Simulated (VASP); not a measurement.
# Cr2O3 (R-3c) in VASP: single point with PBE+U

Aim: the single point of Cr2O3 with PBE+U.

All numbers are computed with VASP 6.6.1; they aren't measurements. Logs are shortened: lines on timing, memory, paths and dates and some standing lists are left out, and cuts for length are marked.

## 1. The cell of the first run

Symmetry: R-3c, No. 167, trigonal system. Conventional cell: a = 4.755 Å, b = 4.755 Å, c = 12.993 Å, α = 90.00°, β = 90.00°, γ = 120.00°. Within 2.6 Å of Cr (site symmetry 3) lie 6 O at 1.87 to 1.95 Å and 1 Cr at 2.53 Å. O (site symmetry 2) has 4 Cr at 1.87 to 1.95 Å and 12 O at 2.56 to 2.84 Å within 2.9 Å.

## 2. Single point, PBE+U, collinear spin, antiferromagnetic start

File INCAR:

```
  PREC = Accurate
  ENCUT = 520
  EDIFF = 1E-6
  ISMEAR = 0
  SIGMA = 0.01
  LREAL = F
  LASPH = T
  NELM = 150
  ALGO = Normal
  ISIF = 2
  LWAVE = F
  LCHARG = F
  ISPIN = 2
  MAGMOM = -3 3 3 -3 0 0 0 0 0 0
  LORBIT = 11
  LMAXMIX = 4
  LDAU = T
  LDAUTYPE = 2
  LDAUL = 2 -1
  LDAUU = 3 0
  LDAUJ = 0 0
  LDAUPRINT = 1
  GGA = PE
  NBANDS = 57
```

File KPOINTS:

```
regular mesh
0
Gamma
  5 5 5
```

File POSCAR:

```
Cr2O3
1.0
    2.3777280172      1.3727819107      4.3309652829
   -2.3777280172      1.3727819107      4.3309652829
    0.0000000000     -2.7455638215      4.3309652828
Cr O
4 6
Direct
    0.3474435859      0.3474435859      0.3474435859
    0.1525564156      0.1525564156      0.1525564156
    0.6525564156      0.6525564156      0.6525564156
    0.8474435859      0.8474435859      0.8474435859
    0.5610476807      0.9389522978      0.2500000202
    0.2500000202      0.5610476807      0.9389522978
    0.9389522978      0.2500000202      0.5610476807
    0.4389522978      0.0610476807      0.7500000202
    0.7500000202      0.4389522978      0.0610476807
    0.0610476807      0.7500000202      0.4389522978
```

Potentials or basis: VASP PAW PBE potentials, release 64 (Cr_pv, O).

Launch:

```console
$ cat potpaw_PBE.64/Cr_pv/POTCAR potpaw_PBE.64/O/POTCAR > POTCAR
$ mpirun -np 1 vasp_std > vasp.out
```

OUTCAR:

```text
PREC = Accurate
   ENCUT = 520
   EDIFF = 1E-6
   ISMEAR = 0
   LREAL = F
   LASPH = T
   NELM = 150
   ISIF = 2
   ISPIN = 2
   LORBIT = 11
   GGA = PE

 ion  position               nearest neighbor table
   1  0.347  0.347  0.347-   8 1.87   9 1.87  10 1.87   6 1.95   7 1.95   5 1.95   2 2.53   3 2.77
                             3 2.77   3 2.77
   2  0.153  0.153  0.153-   8 1.87  10 1.87   9 1.87   7 1.95   6 1.95   5 1.95   1 2.53   4 2.77
                             4 2.77   4 2.77
   3  0.653  0.653  0.653-   5 1.87   6 1.87   7 1.87   9 1.95  10 1.95   8 1.95   4 2.53   1 2.77
                             1 2.77   1 2.77
   4  0.847  0.847  0.847-   5 1.87   7 1.87   6 1.87  10 1.95   9 1.95   8 1.95   3 2.53   2 2.77
                             2 2.77   2 2.77
   5  0.561  0.939  0.250-   3 1.87   4 1.87   2 1.95   1 1.95
   6  0.250  0.561  0.939-   3 1.87   4 1.87   2 1.95   1 1.95
   7  0.939  0.250  0.561-   3 1.87   4 1.87   2 1.95   1 1.95
   8  0.439  0.061  0.750-   2 1.87   1 1.87   3 1.95   4 1.95
   9  0.750  0.439  0.061-   2 1.87   1 1.87   3 1.95   4 1.95
  10  0.061  0.750  0.439-   2 1.87   1 1.87   3 1.95   4 1.95

  LATTYP: Found a trigonal (rhomboedric) cell.
 ALAT       =     5.1279022007
 COS(alpha) =     0.5699936405

  Lattice vectors:

 A1 = (   2.3777280172,   1.3727819107,   4.3309652829)
 A2 = (  -2.3777280172,   1.3727819107,   4.3309652829)
 A3 = (   0.0000000000,  -2.7455638215,   4.3309652828)

Analysis of symmetry for initial positions (statically):
=====================================================================
 Subroutine PRICEL returns:
 Original cell was already a primitive cell.

 Routine SETGRP: Setting up the symmetry group for a
 trigonal (rhombohedral) supercell.

 Subroutine GETGRP returns: Found 12 space group operations
 (whereof  6 operations were pure point group operations)
 out of a pool of 12 trial point group operations.

The static configuration has the point symmetry S_6 .
 The point group associated with its full space group is D_3d.

Analysis of symmetry for dynamics (positions and initial velocities):
=====================================================================
 Subroutine PRICEL returns:
 Original cell was already a primitive cell.

 Routine SETGRP: Setting up the symmetry group for a
 trigonal (rhombohedral) supercell.

 Subroutine GETGRP returns: Found 12 space group operations
 (whereof  6 operations were pure point group operations)
 out of a pool of 12 trial point group operations.

The dynamic configuration has the point symmetry S_6 .
 The point group associated with its full space group is D_3d.

Analysis of structural, dynamic, and magnetic symmetry:
=====================================================================
 Subroutine PRICEL returns:
 Original cell was already a primitive cell.

 Routine SETGRP: Setting up the symmetry group for a
 trigonal (rhombohedral) supercell.

 Subroutine GETGRP returns: Found 12 space group operations
 (whereof  6 operations were pure point group operations)
 out of a pool of 12 trial point group operations.

The overall configuration has the point symmetry S_6 .
 The point group associated with its full space group is D_3d.

 Subroutine INISYM returns: Found 12 space group operations
 (whereof  6 operations are pure point group operations),
 and found     1 'primitive' translations

----------------------------------------------------------------------------------------

                                     Primitive cell

  volume of cell :      84.8203

[... 122 lines left out ...]
   LORBIT       =     11    0 simple, 1 ext, 2 COOP (PROOUT), +10 PAW based schemes
 LDA+U is selected, type is set to LDAUTYPE =  2
   angular momentum for each species LDAUL =     2   -1
   U (eV)           for each species LDAUU =   3.0  0.0
   J (eV)           for each species LDAUJ =   0.0  0.0
   GGA     = PE    functional components
   LHFCALC =     F    Hartree Fock is set to
   AEXX    =    0.0000 exact exchange contribution
   IVDW    =     0    specifies the selected vdW correction
   LEPSILON=     F    determine dielectric tensor
   LRPA    =     F    only Hartree local field effects (RPA)
 spin polarized calculation
 Gauss-broadening in eV      SIGMA  =   0.01
  energy-cutoff  :      520.00
  volume of cell :       84.82
 maximum number of plane-waves:      2302
 NGX is ok and might be reduce to    40
   NGX = 19   NGY = 19   NGZ = 19

atom =   1  type =  1  l = 2

 onsite density matrix

spin component  1
[... 116 lines left out ...]
  o =  0.0698  v = -0.7044 -0.5402 -0.0000  0.2165 -0.4064  0.0000  0.0000  0.0000  0.0000  0.0000      0.0000  0.0000  0.0000  0.0000  0.0000  0.0000  0.0000  0.0000  0.0000  0.0000
  o =  0.0698  v =  0.4064  0.2165 -0.0000  0.5402 -0.7044  0.0000  0.0000  0.0000  0.0000  0.0000      0.0000  0.0000  0.0000  0.0000  0.0000  0.0000  0.0000  0.0000  0.0000  0.0000
  o =  0.0906  v =  0.0000 -0.0000  1.0000  0.0000 -0.0000  0.0000  0.0000  0.0000  0.0000  0.0000      0.0000  0.0000  0.0000  0.0000  0.0000  0.0000  0.0000  0.0000  0.0000  0.0000
  o =  0.2719  v = -0.5767  0.7822  0.0000  0.2222  0.0782  0.0000  0.0000  0.0000  0.0000  0.0000      0.0000  0.0000  0.0000  0.0000  0.0000  0.0000  0.0000  0.0000  0.0000  0.0000
  o =  0.2719  v =  0.0782 -0.2222 -0.0000  0.7822  0.5767  0.0000  0.0000  0.0000  0.0000  0.0000      0.0000  0.0000  0.0000  0.0000  0.0000  0.0000  0.0000  0.0000  0.0000  0.0000
  o =  0.3400  v =  0.0000  0.0000  0.0000  0.0000  0.0000  0.5858 -0.7752 -0.0000 -0.2272 -0.0646      0.0000  0.0000  0.0000  0.0000  0.0000  0.0000  0.0000  0.0000  0.0000  0.0000
  o =  0.3400  v =  0.0000  0.0000  0.0000  0.0000  0.0000  0.0646 -0.2272  0.0000  0.7752  0.5858      0.0000  0.0000  0.0000  0.0000  0.0000  0.0000  0.0000  0.0000  0.0000  0.0000
  o =  0.9349  v =  0.0000  0.0000  0.0000  0.0000  0.0000  0.0000 -0.0000 -1.0000  0.0000 -0.0000      0.0000  0.0000  0.0000  0.0000  0.0000  0.0000  0.0000  0.0000  0.0000  0.0000
  o =  0.9409  v =  0.0000  0.0000  0.0000  0.0000  0.0000 -0.6913 -0.5498  0.0000  0.2124 -0.4181      0.0000  0.0000  0.0000  0.0000  0.0000  0.0000  0.0000  0.0000  0.0000  0.0000
  o =  0.9409  v =  0.0000  0.0000  0.0000  0.0000  0.0000 -0.4181 -0.2124 -0.0000 -0.5498  0.6913      0.0000  0.0000  0.0000  0.0000  0.0000  0.0000  0.0000  0.0000  0.0000  0.0000

 number of electron      83.9999993 magnetization      -0.0000000

 Free energy of the ion-electron system (eV)
  ---------------------------------------------------
  ext. energy  EPLUGINS =         0.00000000
  ---------------------------------------------------
  free energy    TOTEN  =       -78.24599760 eV

  energy without entropy =      -78.24599760  energy(sigma->0) =      -78.24599760

 E-fermi :   7.9128     XC(G=0): -12.8386

 val. band max:        7.8280280148   @ k =  -0.2000   0.2000   0.0000
 cond. band min:      10.9519746806   @ k =   0.4000   0.4000   0.0000
 fundamental gap:      3.1239466657
 Fermi energy:         7.9127925347

 spin component 1

 k-point     1 :       0.0000    0.0000    0.0000
  band No.  band energies     occupation
      1     -35.7820      1.00000
      2     -35.7820      1.00000
      3     -35.7595      1.00000
      4     -35.7521      1.00000
      5     -35.7521      1.00000
      6     -35.7175      1.00000
[... 1072 lines left out ...]
     53      13.3497      0.00000
     54      13.5558      0.00000
 Fermi energy:         7.9127925347

 spin component 2

 k-point     1 :       0.0000    0.0000    0.0000
  band No.  band energies     occupation
      1     -35.7820      1.00000
      2     -35.7820      1.00000
      3     -35.7595      1.00000
      4     -35.7521      1.00000
      5     -35.7521      1.00000
      6     -35.7175      1.00000
[... 1072 lines left out ...]
     53      13.3497      0.00000
     54      13.5558      0.00000
 [bands above 54 left out]

------------------------ aborting loop because EDIFF is reached ----------------------------------------

  FORCE on cell =-STRESS in cart. coord.  units (eV):
  Direction    XX          YY          ZZ          XY          YZ          ZX
  --------------------------------------------------------------------------------------
  -------------------------------------------------------------------------------------
  Total       28.8359211     28.8359211     28.7675364      0.0000000      0.0000000      0.0000000
  in kB      544.6841470    544.6841469    543.3924228      0.0000000      0.0000000      0.0000000
  external PRESSURE =     544.2535722 kB  Pullay stress =       0.0000000 kB

 VOLUME and BASIS-vectors are now :
 -----------------------------------------------------------------------------
  energy-cutoff  :      520.00
  volume of cell :       84.82
      direct lattice vectors                 reciprocal lattice vectors
     2.377728017  1.372781911  4.330965283     0.210284775  0.121407971  0.076965136
    -2.377728017  1.372781911  4.330965283    -0.210284775  0.121407971  0.076965136
     0.000000000 -2.745563821  4.330965283     0.000000000 -0.242815942  0.076965136

 POSITION                                       TOTAL-FORCE (eV/Angst)
 -----------------------------------------------------------------------------------
      0.00000     -0.00000      4.51430         0.000000      0.000000     -0.032094
      0.00000     -0.00000      1.98215         0.000000     -0.000000      0.032094
      0.00000     -0.00000      8.47860         0.000000     -0.000000      0.032094
      0.00000     -0.00000     11.01075         0.000000      0.000000     -0.032094
     -0.89855      1.37278      7.57919         0.048696     -0.000000     -0.000000
     -0.73959     -1.46456      7.57919        -0.024348      0.042172      0.000000
      1.63814      0.09178      7.57919        -0.024348     -0.042172     -0.000000
      0.89855     -1.37278      5.41371        -0.048696     -0.000000      0.000000
      0.73959      1.46456      5.41371         0.024348     -0.042172     -0.000000
     -1.63814     -0.09178      5.41371         0.024348      0.042172      0.000000
 -----------------------------------------------------------------------------------
    total drift:                               -0.000004     -0.000000      0.000172

  FREE ENERGIE OF THE ION-ELECTRON SYSTEM (eV)
  ---------------------------------------------------
  free  energy   TOTEN  =       -78.2459975998 eV

  energy  without entropy=      -78.2459975998  energy(sigma->0) =      -78.24599760

 total charge

# of ion       s       p       d       tot
------------------------------------------
    1        0.351   6.466   4.229  11.046
    2        0.351   6.466   4.229  11.046
    3        0.351   6.466   4.229  11.046
    4        0.351   6.466   4.229  11.046
    5        1.563   3.604   0.000   5.166
    6        1.563   3.604   0.000   5.166
    7        1.563   3.604   0.000   5.166
    8        1.563   3.604   0.000   5.166
    9        1.563   3.604   0.000   5.166
   10        1.563   3.604   0.000   5.166
--------------------------------------------------
tot         10.783  47.485  16.916  75.184

 magnetization (x)

# of ion       s       p       d       tot
------------------------------------------
    1       -0.014  -0.033  -2.717  -2.764
    2        0.014   0.033   2.717   2.764
    3        0.014   0.033   2.717   2.764
    4       -0.014  -0.033  -2.717  -2.764
    5        0.000   0.000   0.000   0.000
    6        0.000   0.000   0.000   0.000
    7        0.000   0.000   0.000   0.000
    8        0.000   0.000   0.000   0.000
    9        0.000   0.000   0.000   0.000
   10        0.000   0.000   0.000   0.000
--------------------------------------------------
tot          0.000   0.000   0.000   0.000
```

It took 4.2 min on 1 thread of AMD EPYC 7R43 (Zen 3), shared host; peak memory 0.32 GiB.

Results:

```
Free energy                                           : -78.2460 eV
Pressure                                              : 54.4 GPa
Largest force                                         : 0.049 eV/Å
Band gap on the k mesh                                : 3.12 eV (least direct gap 3.22 eV)
Net moment                                            : 0.00 μB per cell
Site moments                                          : Cr -2.76, +2.76 (each value once); O +0.00 μB
Valence electrons inside the program's atomic spheres : Cr 11.05; O 5.17
```

Forces in eV/Å, atoms in the order of the input:
```
Cr   0.000  0.000 -0.032
Cr   0.000  0.000  0.032
Cr   0.000  0.000  0.032
Cr   0.000  0.000 -0.032
O    0.049  0.000  0.000
O   -0.024  0.042  0.000
O   -0.024 -0.042  0.000
O   -0.049  0.000  0.000
O    0.024 -0.042  0.000
O    0.024  0.042  0.000
```

Levels at points of the mesh, in eV from the valence-band top:
Spin up:
```
           k point  band 40  band 41  band 42  band 43  band 44  band 45
(0.00, 0.00, 0.00)    -0.29    -0.29    -0.25     3.32     3.32     3.89
```
Spin down:
```csv
k point,band 38,band 39,band 40,band 41,band 42,band 43,band 44,band 45,band 46,band 47
"(0.00, 0.00, 0.00)",-1.22,-0.88,-0.29,-0.29,-0.25,3.32,3.32,3.89,3.89,4.24
```

Eigenvalues of the final occupation matrices:
| site | spin | trace | eigenvalues |
| --- | --- | --- | --- |
| site 1 d | 1 | 0.77 | 0.07 0.07 0.09 0.27 0.27 |
| site 1 d | 2 | 3.50 | 0.34 0.34 0.93 0.94 0.94 |
| site 2 d | 1 | 3.50 | 0.34 0.34 0.93 0.94 0.94 |
| site 2 d | 2 | 0.77 | 0.07 0.07 0.09 0.27 0.27 |
| site 3 d | 1 | 3.50 | 0.34 0.34 0.93 0.94 0.94 |
| site 3 d | 2 | 0.77 | 0.07 0.07 0.09 0.27 0.27 |
| site 4 d | 1 | 0.77 | 0.07 0.07 0.09 0.27 0.27 |
| site 4 d | 2 | 3.50 | 0.34 0.34 0.93 0.94 0.94 |

Caveat: the cell stands under pressure; an odd mesh through Γ misses points on the zone boundary, where band edges can lie.
